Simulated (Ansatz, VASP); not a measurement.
One calculation of Nb, two programs

The input INCAR:

```
PREC = Accurate ; ENCUT = 520
EDIFF = 1E-7 ; ISMEAR = 0
SIGMA = 0.15 ; LREAL = F
LASPH = T ; NELM = 80
ALGO = Fast ; ISIF = 2
LWAVE = F ; LCHARG = F
GGA = CA ; NBANDS = 12
```

File KPOINTS:

```
Automatic mesh
0
Gamma
  22 22 22
```

File POSCAR:

```
Nb
1.0
    0.0000000000      1.8843456462      2.6644647437
    1.8843456462      0.0000000000      2.6644647437
    1.8843456462      1.8843456462      0.0000000000
Nb
1
Direct
    0.0000000000      0.0000000000      0.0000000000
```

Input for Ansatz:

```yaml
crystal:
  lattice:
    - [0.0, 1.8843456462, 2.6644647437]
    - [1.8843456462, 0.0, 2.6644647437]
    - [1.8843456462, 1.8843456462, 0.0]
  atoms:
    - { symbol: Nb, position: [0.0, 0.0, 0.0] }
basis:
  ecutwfc: 420
kpoints:
  mp_grid: { grid: [22, 22, 22] }
hamiltonian:
  xc: lda
scf:
  occupations: { method: gaussian, width: 0.15 }
output:
  forces: true
  stress: true
  eigenvalues: true
```

Alike in both runs: task single point; functional LDA; k mesh 22 × 22 × 22; occupations gaussian, width 0.15 eV; no spin polarisation.

|  | VASP | Ansatz |
| --- | --- | --- |
| version | VASP 6.6.1 | Ansatz 0.2.0 |
| potentials or method | VASP PAW LDA potentials, release 64 (Nb_sv), cutoff 520 eV | scalar-relativistic, plane waves, PAW |
| valence electrons in the cell | 13 | 13 |

VASP gave:

* gap on the k mesh at the Fermi level (eV): none
* pressure (GPa): -11.0
* traceless stress, the component that is largest in VASP (GPa): -10.77

Question: Estimate Ansatz's values.

Answer: gap on the k mesh at the Fermi level (eV): none; pressure (GPa): -11.0; traceless stress, the component that is largest in VASP (GPa): -10.73.

LDA's correlation is that of Perdew and Zunger in VASP and of Perdew and Wang (1992) in Ansatz. A gap of «none» marks a metal or a gap that the smearing closes.
